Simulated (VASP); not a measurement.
# La in VASP: notebook, part 2 of 2

VASP 6.6.1. Earlier steps stand in the parts before.

### 3 Electric field gradients, LDA (39.18 Å³/atom)

This run uses another cell than the first one, of 39.18 Å³/atom.

Input file INCAR:

```
SYSTEM = La
PREC = Accurate ; ENCUT = 520
EDIFF = 1E-8 ; ISMEAR = -1
SIGMA = 0.05 ; LREAL = .False.
LASPH = .True. ; NELM = 80
ALGO = Normal ; ISIF = 2
LWAVE = .False. ; LCHARG = .False.
GGA = CA ; LEFG = .True.
NBANDS = 18
```

Input file KPOINTS:

```
Automatic mesh
0
Gamma
  11 11 6
  0 0 0
```

Input file POSCAR:

```
La
1.0
    3.8235501750      0.0000000000      0.0000000000
   -1.9117750874      3.3112915842      0.0000000000
    0.0000000000      0.0000000000      6.1890498321
La
2
Direct
    0.3333333333      0.6666666667      0.2500000000
    0.6666666667      0.3333333333      0.7500000000
```

Potentials or basis: VASP PAW LDA potentials, release 64 (La).

Run with:

```console
cat potpaw_LDA.64/La/POTCAR > POTCAR
mpirun -np 1 vasp_std > vasp.out
```

OUTCAR:

```text
SYSTEM = La
   PREC = Accurate
   ENCUT = 520
   EDIFF = 1E-8
   ISMEAR = -1
   LREAL = .False.
   LASPH = .True.
   NELM = 80
   ISIF = 2
   GGA = CA

 ion  position               nearest neighbor table
   1  0.333  0.667  0.250-
   2  0.667  0.333  0.750-

  LATTYP: Found a hexagonal cell.
 ALAT       =     3.8235501750
 C/A-ratio  =     1.6186657815

  Lattice vectors:

 A1 = (   3.8235501750,   0.0000000000,   0.0000000000)
 A2 = (  -1.9117750874,   3.3112915842,   0.0000000000)
 A3 = (   0.0000000000,   0.0000000000,   6.1890498321)

Analysis of symmetry for initial positions (statically):
=====================================================================
 Subroutine PRICEL returns:
 Original cell was already a primitive cell.

 Routine SETGRP: Setting up the symmetry group for a
 hexagonal supercell.

 Subroutine GETGRP returns: Found 24 space group operations
 (whereof 12 operations were pure point group operations)
 out of a pool of 24 trial point group operations.

The static configuration has the point symmetry D_3d.
 The point group associated with its full space group is D_6h.

Analysis of symmetry for dynamics (positions and initial velocities):
=====================================================================
 Subroutine PRICEL returns:
 Original cell was already a primitive cell.

 Routine SETGRP: Setting up the symmetry group for a
 hexagonal supercell.

 Subroutine GETGRP returns: Found 24 space group operations
 (whereof 12 operations were pure point group operations)
 out of a pool of 24 trial point group operations.
[... 155 lines left out ...]

 k-point     1 :       0.0000    0.0000    0.0000
  band No.  band energies     occupation
      1     -25.6720      2.00000
      2     -25.5063      2.00000
      3      -9.9598      2.00000
      4      -8.9233      2.00000
      5      -8.9233      2.00000
      6      -8.7610      2.00000
[... 481 lines left out ...]
      5      -9.2560      2.00000
      6      -9.0429      2.00000
[... 10 lines left out ...]
     17       8.6584      0.00000
     18       8.6888      0.00000

 [... further k-points ...]

------------------------ aborting loop because EDIFF is reached ----------------------------------------

  FORCE on cell =-STRESS in cart. coord.  units (eV):
  Direction    XX          YY          ZZ          XY          YZ          ZX
  --------------------------------------------------------------------------------------
  -------------------------------------------------------------------------------------
  Total       -2.0055653     -2.0055653     -2.1346107     -0.0000000      0.0000000      0.0000000
  in kB      -41.0071127    -41.0071127    -43.6456596     -0.0000000      0.0000000      0.0000000
  external PRESSURE =     -41.8866283 kB  Pullay stress =       0.0000000 kB

 VOLUME and BASIS-vectors are now :
 -----------------------------------------------------------------------------
  energy-cutoff  :      520.00
  volume of cell :       78.36
      direct lattice vectors                 reciprocal lattice vectors
     3.823550175  0.000000000  0.000000000     0.261537041  0.150998481  0.000000000
    -1.911775087  3.311291584  0.000000000     0.000000000  0.301996962  0.000000000
     0.000000000  0.000000000  6.189049832     0.000000000  0.000000000  0.161575690

 POSITION                                       TOTAL-FORCE (eV/Angst)
 -----------------------------------------------------------------------------------
     -0.00000      2.20753      1.54726         0.000000     -0.000000      0.000000
      1.91178      1.10376      4.64179        -0.000000      0.000000      0.000000
 -----------------------------------------------------------------------------------
    total drift:                               -0.000000      0.000000     -0.000000

  FREE ENERGIE OF THE ION-ELECTRON SYSTEM (eV)
  ---------------------------------------------------
  free  energy   TOTEN  =       -10.9066395935 eV

  energy  without entropy=      -10.8696204410  energy(sigma->0) =      -10.88813002

 Electric field gradients (V/A^2)
---------------------------------------------------------------------
 ion       V_xx      V_yy      V_zz      V_xy      V_xz      V_yz
---------------------------------------------------------------------
   1      -4.442    -4.441     8.883     0.000     0.000    -0.000
   2      -4.442    -4.441     8.883     0.000    -0.000     0.000
---------------------------------------------------------------------

 Electric field gradients after diagonalization (V/A^2)
 (convention: |V_zz| > |V_xx| > |V_yy|)
----------------------------------------------------------------------
 ion       V_xx      V_yy      V_zz     asymmetry (V_yy - V_xx)/ V_zz
----------------------------------------------------------------------
   1      -4.442    -4.441     8.883       0.000
   2      -4.442    -4.441     8.883       0.000
----------------------------------------------------------------------

           NMR quadrupolar parameters

 Cq : quadrupolar parameter    Cq=e*Q*V_zz/h
 eta: asymmetry parameters     (V_yy - V_xx)/ V_zz
 Q  : nuclear electric quadrupole moment in mb (millibarn)
----------------------------------------------------------------------
 ion       Cq(MHz)       eta       Q (mb)
----------------------------------------------------------------------
   1       0.021       0.000       1.000
   2       0.021       0.000       1.000
----------------------------------------------------------------------
```

OSZICAR:

```text
N       E                     dE             d eps       ncg     rms          rms(c)
DAV:   1     0.250199322116E+03    0.25020E+03   -0.80954E+03  2312   0.168E+03
DAV:   2     0.267277152804E+02   -0.22347E+03   -0.22026E+03  3224   0.297E+02
DAV:   3    -0.710701294578E+01   -0.33835E+02   -0.32988E+02  3778   0.134E+02
DAV:   4    -0.105920383495E+02   -0.34850E+01   -0.34318E+01  4594   0.424E+01
DAV:   5    -0.108795648409E+02   -0.28753E+00   -0.28544E+00  3688   0.106E+01    0.311E+00
DAV:   6    -0.109201587351E+02   -0.40594E-01   -0.71856E-01  4606   0.530E+00    0.146E+00
DAV:   7    -0.109083769063E+02    0.11782E-01   -0.43025E-02  3712   0.143E+00    0.549E-01
DAV:   8    -0.109065826027E+02    0.17943E-02   -0.70924E-03  4608   0.660E-01    0.441E-02
DAV:   9    -0.109066134339E+02   -0.30831E-04   -0.62074E-04  3896   0.164E-01    0.295E-02
DAV:  10    -0.109066406550E+02   -0.27221E-04   -0.20861E-04  4464   0.848E-02    0.257E-02
DAV:  11    -0.109066395852E+02    0.10697E-05   -0.29384E-05  3768   0.489E-02    0.403E-03
DAV:  12    -0.109066396380E+02   -0.52813E-07   -0.16361E-06  4424   0.148E-02    0.144E-03
DAV:  13    -0.109066395991E+02    0.38960E-07   -0.33814E-07  4176   0.506E-03    0.588E-04
DAV:  14    -0.109066395935E+02    0.55541E-08   -0.39350E-08  3256   0.218E-03
   1 F= -.10906640E+02 E0= -.10888130E+02  d E =-.370192E-01
```

Wall time 52 s (1 thread of Intel Xeon Platinum 8488C (Sapphire Rapids), shared host); peak memory 0.22 GiB.

Results:

```yaml
Free_energy: -10.9066 eV
Pressure: -4.2 GPa
Band_gap_on_the_k_mesh: zero (bands 11 and 12 overlap by 1.28 eV)
Largest_electric_field_gradient_by_atom: La +8.9 V/Å²
```

Electric field gradients, principal values (V/Å²):
```csv
atom,least,middle,greatest (by size)
1 La,-4.441,-4.442,8.883
2 La,-4.441,-4.442,8.883
```

Caveat: the cell stands under tension; without QUAD_EFG the Cq values of the log hold for a quadrupole moment of 1 mb, not for the nuclei; spin-orbit coupling is left out, which moves the levels of the heavy elements.

### 4 Electric field gradients, LDA (equal xy, yz and zx shear strains of +1 %)

Input file INCAR:

```
  PREC = Accurate
  ENCUT = 520
  EDIFF = 1E-8
  ISMEAR = -1
  SIGMA = 0.05
  LREAL = False
  LASPH = True
  NELM = 80
  ALGO = Normal
  ISIF = 2
  LWAVE = False
  LCHARG = False
  GGA = CA
  LEFG = True
  NBANDS = 18
```

Input file KPOINTS:

```
Automatic mesh
0
Gamma
  11 11 6
```

Input file POSCAR:

```
La
1.0
    3.7500020507      0.0187500102      0.0187500102
   -1.8587630401      3.2382220350      0.0068629801
    0.0303500000      0.0303500000      6.0700000000
La
2
Direct
    0.3333333333      0.6666666667      0.2500000000
    0.6666666667      0.3333333333      0.7500000000
```

Potentials or basis: VASP PAW LDA potentials, release 64 (La).

Run with:

```console
cat potpaw_LDA.64/La/POTCAR > POTCAR
mpirun -np 1 vasp_std > vasp.out
```

OUTCAR:

```text
PREC = Accurate
   ENCUT = 520
   EDIFF = 1E-8
   ISMEAR = -1
   LREAL = False
   LASPH = True
   NELM = 80
   ISIF = 2
   GGA = CA

 ion  position               nearest neighbor table
   1  0.333  0.667  0.250-
   2  0.667  0.333  0.750-

  LATTYP: Found a triclinic cell.
 ALAT       =     3.7663387957
 B/A-ratio  =     0.9913558883
 C/A-ratio  =     1.6116850017
 COS(alpha) =     0.0036852528
 COS(beta)  =     0.0136346634
 COS(gamma) =     0.5000188430

[... 717 lines left out ...]

  FREE ENERGIE OF THE ION-ELECTRON SYSTEM (eV)
  ---------------------------------------------------
  free  energy   TOTEN  =       -11.0068593202 eV

  energy  without entropy=      -10.9722907128  energy(sigma->0) =      -10.98957502

 Electric field gradients (V/A^2)
---------------------------------------------------------------------
 ion       V_xx      V_yy      V_zz      V_xy      V_xz      V_yz
---------------------------------------------------------------------
   1      -5.317    -5.159    10.476    -5.689    -3.238    -3.238
   2      -5.317    -5.159    10.476    -5.689    -3.238    -3.238
---------------------------------------------------------------------

 Electric field gradients after diagonalization (V/A^2)
 (convention: |V_zz| > |V_xx| > |V_yy|)
----------------------------------------------------------------------
 ion       V_xx      V_yy      V_zz     asymmetry (V_yy - V_xx)/ V_zz
----------------------------------------------------------------------
   1      11.414     0.452   -11.866       0.924
   2      11.414     0.452   -11.866       0.924
----------------------------------------------------------------------

           NMR quadrupolar parameters

 Cq : quadrupolar parameter    Cq=e*Q*V_zz/h
 eta: asymmetry parameters     (V_yy - V_xx)/ V_zz
 Q  : nuclear electric quadrupole moment in mb (millibarn)
----------------------------------------------------------------------
 ion       Cq(MHz)       eta       Q (mb)
----------------------------------------------------------------------
   1      -0.029       0.924       1.000
   2      -0.029       0.924       1.000
----------------------------------------------------------------------
```

OSZICAR:

```text
N       E                     dE             d eps       ncg     rms          rms(c)
DAV:   1     0.247128300799E+03    0.24713E+03   -0.80660E+03 13128   0.170E+03
DAV:   2     0.255435401884E+02   -0.22158E+03   -0.21830E+03 18456   0.301E+02
DAV:   3    -0.752866513792E+01   -0.33072E+02   -0.32275E+02 21686   0.133E+02
DAV:   4    -0.107500234555E+02   -0.32214E+01   -0.31667E+01 26086   0.380E+01
DAV:   5    -0.110059203484E+02   -0.25590E+00   -0.25491E+00 21014   0.998E+00    0.329E+00
DAV:   6    -0.110240064277E+02   -0.18086E-01   -0.56967E-01 26148   0.481E+00    0.161E+00
DAV:   7    -0.110085517871E+02    0.15455E-01   -0.37881E-02 21192   0.130E+00    0.543E-01
DAV:   8    -0.110067660905E+02    0.17857E-02   -0.71032E-03 26134   0.639E-01    0.544E-02
DAV:   9    -0.110068345756E+02   -0.68485E-04   -0.61107E-04 22072   0.154E-01    0.341E-02
DAV:  10    -0.110068599019E+02   -0.25326E-04   -0.18075E-04 25120   0.793E-02    0.274E-02
DAV:  11    -0.110068595754E+02    0.32645E-06   -0.16547E-05 21600   0.353E-02    0.126E-02
DAV:  12    -0.110068593658E+02    0.20969E-06   -0.36736E-06 25120   0.212E-02    0.183E-03
DAV:  13    -0.110068593297E+02    0.36055E-07   -0.18603E-07 21944   0.359E-03    0.650E-04
DAV:  14    -0.110068593202E+02    0.95190E-08   -0.56852E-08 19472   0.236E-03
   1 F= -.11006859E+02 E0= -.10989575E+02  d E =-.345686E-01
```

Run time: 8.3 min. Hardware: 1 thread of Intel Xeon Platinum 8375C at 2.90GHz (Ice Lake), shared host; peak memory 0.55 GiB.

Results:

```yaml
Free_energy: -11.0069 eV
Pressure: -3.1 GPa
Band_gap_on_the_k_mesh: zero (bands 11 and 12 overlap by 1.37 eV)
Largest_electric_field_gradient_by_atom: La -11.9 V/Å²
```

Forces on the atoms (eV/Å):
```
La  -0.002  0.000  0.000
La   0.002  0.000  0.000
```

Stress tensor (GPa, compression positive):
```
-3.04 -0.14 -0.10
-0.14 -3.04 -0.10
-0.10 -0.10 -3.17
```

Levels at points of the mesh, in eV from the Fermi level:
```tsv
k point	band 8	band 9	band 10	band 11	band 12	band 13	band 14	band 15
(0.00, 0.00, 0.00)	-15.69	-3.19	-1.76	1.00	1.23	1.36	1.38	1.45
(0.00, 0.00, 0.50)	-15.80	-1.87	-1.87	0.58	0.58	1.29	1.30	1.39
```

Electric field gradients, principal values (V/Å²):
```tsv
atom	least	middle	greatest (by size)
1 La	0.452	11.414	-11.866
2 La	0.452	11.414	-11.866
```

Caveat: the cell differs from its parent crystal (equal xy, yz and zx shear strains of +1 %); the cell stands under tension; without QUAD_EFG the Cq values of the log hold for a quadrupole moment of 1 mb, not for the nuclei; spin-orbit coupling is left out, which moves the levels of the heavy elements.

### 5 Overview

| cell | gap on the mesh (eV) | pressure (GPa) |
| --- | --- | --- |
| a = 3.825, b = 3.825, c = 6.070 Å, angles 90.0, 90.0, 120.0°, 2 atoms | none | -3.8 |
| a = 3.824, b = 3.824, c = 6.189 Å, angles 90.0, 90.0, 120.0°, 2 atoms | none | -4.2 |
| a = 3.750, b = 3.734, c = 6.070 Å, angles 89.8, 89.4, 119.6°, 2 atoms | none | -3.1 |

Alike in all rows: task electric field gradients; level LDA; potentials or basis VASP PAW LDA potentials, release 64 (La); no spin polarisation; k mesh 11 × 11 × 6; cutoff (eV) 520; smearing fermi-dirac 0.05 eV.

Caveats: the cell stands under tension; spin-orbit coupling is left out, which moves the levels of the heavy elements.

Total energies depend on the potentials used, so only differences within one code and one set of settings carry meaning.
